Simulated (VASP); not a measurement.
Write the native input for VASP 6.6.1 that does the following.

- Task: single point
- Functional: PBEsol
- Potentials or basis: VASP PAW PBE potentials, release 64 (W_sv, Se)
- Cutoff: 520 eV
- k mesh: 12 × 12 × 2
- Occupations: gaussian, width 0.02 eV
- Spin: no spin polarisation
- Dipole correction: no
- Further INCAR settings: ALGO = Normal; EDIFF = 1e-07; NBANDS = 20

The structure of WSe2 lies in POSCAR:

```
WSe2
1.0
    3.2702526784      0.0000000000      0.0000000000
   -1.6351263392      2.8321218963      0.0000000000
    0.0000000000      0.0000000000     16.6612169706
W Se
1 2
Direct
    0.0000000000      0.0000000000      0.0000000000
    0.3333333333      0.6666666667      0.1003992721
    0.3333333333      0.6666666667      0.8996007279
```

One way to write it, as run:

INCAR

```
SYSTEM = WSe2
ALGO = Normal ; EDIFF = 1E-7
ENCUT = 520 ; GGA = PS
ISIF = 2 ; ISMEAR = 0
LASPH = .TRUE. ; LCHARG = .FALSE.
LREAL = .FALSE. ; LWAVE = .FALSE.
NBANDS = 20 ; NELM = 60
PREC = Accurate ; SIGMA = 0.02
```

KPOINTS

```
k-points
0
G
  12 12 2
  0 0 0
```

Potentials or basis: VASP PAW PBE potentials, release 64 (W_sv, Se).

The run is started by

```bash
$ cat potpaw_PBE.64/W_sv/POTCAR potpaw_PBE.64/Se/POTCAR > POTCAR
$ mpirun -np 1 vasp_std > vasp.out
```

It gave:

| Quantity | Value |
| --- | --- |
| Largest force | 0.060 eV/Å |
| Band gap on the k mesh | 1.69 eV |

Caveat: there is no dipole correction, which matters where the two faces differ; the PAW data sets were made with another functional, which shifts forces and pressure a little; spin-orbit coupling is left out, which moves the levels of the heavy elements.

Wall time 3.9 min on 1 thread of AMD EPYC 7R13, with other jobs on the host, peak memory 0.28 GiB.
